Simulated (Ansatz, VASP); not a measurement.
## Rb2TcF6: VASP beside Ansatz

The input INCAR:

```
PREC     = Accurate       # precision mode
ENCUT    = 520            # plane-wave cutoff, eV
EDIFF    = 1E-7           # SCF threshold, eV
ISMEAR   = 0              # smearing method
SIGMA    = 0.05           # smearing width, eV
LREAL    = False          # projectors in reciprocal space
LASPH    = True           # aspherical terms in the spheres
NELM     = 150            # most SCF steps
ALGO     = Normal         # electronic algorithm
ISIF     = 2              # what is computed and relaxed
LWAVE    = False          # write WAVECAR
LCHARG   = False          # write CHGCAR
ISPIN    = 2              # spin polarisation
MAGMOM   = 0 0 1.96 0.04 0.04 0.04 0.04 0.04 0.04 # initial moments
LORBIT   = 11             # projections on sites
LMAXMIX  = 4              # l up to which the mixer works
LDAU     = True           # DFT+U
LDAUTYPE = 2            
LDAUL    = -1 2 -1        # shell
LDAUU    = 0 8 0          # U, eV
LDAUJ    = 0 0 0        
LDAUPRINT= 1            
NBANDS   = 50             # bands
```

The input KPOINTS:

```
Automatic mesh
0
Gamma
  4 4 4
```

POSCAR

```
Rb2TcF6
1.0
    5.9490027400      0.0000000000      0.0000000000
   -2.9745013700      5.1519875000      0.0000000000
    0.0000000000      0.0000000000      4.7590005000
Rb Tc F
2 1 6
Direct
    0.3333333333      0.6666666667      0.3003000000
    0.6666666667      0.3333333333      0.6997000000
    0.0000000000      0.0000000000      0.0000000000
    0.3137000000      0.1568500000      0.2229000000
    0.8431500000      0.1568500000      0.2229000000
    0.8431500000      0.6863000000      0.2229000000
    0.1568500000      0.3137000000      0.7771000000
    0.1568500000      0.8431500000      0.7771000000
    0.6863000000      0.8431500000      0.7771000000
```

Input for Ansatz:

```yaml
crystal:
  lattice:
    - [5.94900274, 0.0, 0.0]
    - [-2.97450137, 5.1519875, 0.0]
    - [0.0, 0.0, 4.7590005]
  atoms:
    - { symbol: Rb, position: [0.3333333333, 0.6666666667, 0.3003] }
    - { symbol: Rb, position: [0.6666666667, 0.3333333333, 0.6997] }
    - { symbol: Tc, position: [0.0, 0.0, 0.0], spin: 3.0 }
    - { symbol: F, position: [0.3137, 0.15685, 0.2229] }
    - { symbol: F, position: [0.84315, 0.15685, 0.2229] }
    - { symbol: F, position: [0.84315, 0.6863, 0.2229] }
    - { symbol: F, position: [0.15685, 0.3137, 0.7771] }
    - { symbol: F, position: [0.15685, 0.84315, 0.7771] }
    - { symbol: F, position: [0.6863, 0.84315, 0.7771] }
basis:
  ecutwfc: 600
  ecutrho_ratio: 5
kpoints:
  mp_grid: { grid: [4, 4, 4] }
hamiltonian:
  xc: lda
  hubbard:
    sites:
      - { site: 2, l: d, u_eff: 8.0, starting_ns: [{ spin: up, occupation_matrix: s2up }, { spin: down, occupation_matrix: s2down }] }
    occupation_matrices:
      s2up:
        matrix:
          - [0.97, 0.0, 0.0, 0.0, 0.0]
          - [0.0, 0.495, -0.475, 0.0, 0.0]
          - [0.0, -0.475, 0.495, 0.0, 0.0]
          - [0.0, 0.0, 0.0, 0.02, 0.0]
          - [0.0, 0.0, 0.0, 0.0, 0.97]
      s2down:
        matrix:
          - [0.02, 0.0, 0.0, 0.0, 0.0]
          - [0.0, 0.02, 0.0, 0.0, 0.0]
          - [0.0, 0.0, 0.02, 0.0, 0.0]
          - [0.0, 0.0, 0.0, 0.02, 0.0]
          - [0.0, 0.0, 0.0, 0.0, 0.02]
    ns_hold: { iters: 12 }
scf:
  occupations: { method: gaussian, width: 0.05 }
  lower_state_search: "off"
  max_iter: 150
output:
  forces: true
  stress: true
  eigenvalues: true
  populations: true
  hubbard: { sites: [{ site: 2, l: d }] }
magnetization:
  spin_polarized: true
```

Alike in both runs: task single point; functional LDA; k mesh 4 × 4 × 4; occupations gaussian, width 0.05 eV; collinear spin; Hubbard terms Tc d U = 8.0 eV.

```csv
,VASP,Ansatz
version,VASP 6.6.1,Ansatz 0.2.0
potentials or method,"VASP PAW LDA potentials, release 64 (Rb_sv, Tc_pv, F), cutoff 520 eV","scalar-relativistic, plane waves, PAW"
valence electrons in the cell,73,75
```

|  | VASP | Ansatz | Ansatz less VASP |
| --- | --- | --- | --- |
| gap on the k mesh at the Fermi level (eV) | 5.52 | 5.21 | -0.310 |
| least direct gap on the mesh (eV) | 5.54 | 5.21 | -0.330 |
| pressure (GPa) | -0.9 | -1.5 | -0.56 |
| traceless stress, the component that is largest in VASP (GPa) | -0.24 | -0.22 | +0.023 |
| rms of the force components (eV/Å) | 0.174 | 0.101 | -0.0729 |
| net moment per atom (μB) | 0.33 | 0.33 | 0.000 |
| size of the moment on the site where the two differ most (μB) | 2.81 | 1.78 | -1.027 |

LDA's correlation is that of Perdew and Zunger in VASP and of Perdew and Wang (1992) in Ansatz. Site moments also hang on the region over which each program counts them. The programs project onto different local orbitals, so the same U acts differently, and such runs can settle in different states. Atom by atom the forces differ by 0.073 eV/Å (rms over components). VASP's potentials hold 73 valence electrons a cell and Ansatz's 75, so a difference there can come from the potentials and not from the codes. Ansatz's warnings: specified occupation not kept, symmetry narrowed by occupation matrices.
